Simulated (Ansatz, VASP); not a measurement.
**Two plane-wave programs on Te2Mo**

```
CELL_PARAMETERS angstrom
3.49418 0.00000 0.00000
-1.74709 3.02605 0.00000
0.00000 0.00000 13.72552
ATOMIC_POSITIONS crystal
Te 0.33333 0.66667 0.61870
Te 0.66667 0.33333 0.11870
Te 0.66667 0.33333 0.38130
Te 0.33333 0.66667 0.88130
Mo 0.33333 0.66667 0.25000
Mo 0.66667 0.33333 0.75000
```

Alike in both runs: functional PBEsol; k mesh 12 × 12 × 2; occupations tetrahedron; no spin polarisation.

Ansatz relaxed the structure, and its values are those at the end. VASP's run is a single point on that final structure, the one shown.

```csv
,VASP,Ansatz
version,VASP 6.6.1,Ansatz 0.2.0
potentials or method,"VASP PAW PBE potentials, release 64 (Te, Mo_sv), cutoff 500 eV","scalar-relativistic, plane waves, PAW"
valence electrons in the cell,52,92
```

```csv
,VASP,Ansatz,Ansatz less VASP
gap on the k mesh at the Fermi level (eV),0.65,0.65,+0.007
pressure (GPa),0.6,0.5,-0.13
rms of the force components (eV/Å),0.013,0.001,-0.0122
```

VASP's potentials were made for PBE, not for PBEsol. VASP's potentials hold 52 valence electrons a cell and Ansatz's 92, so a difference there can come from the potentials and not from the codes. Ansatz's warnings: band table not solved further, forces under tetrahedra, stress scf threshold loose, tetrahedron derivatives may miss energy slope.

Neither program's run includes spin-orbit coupling.
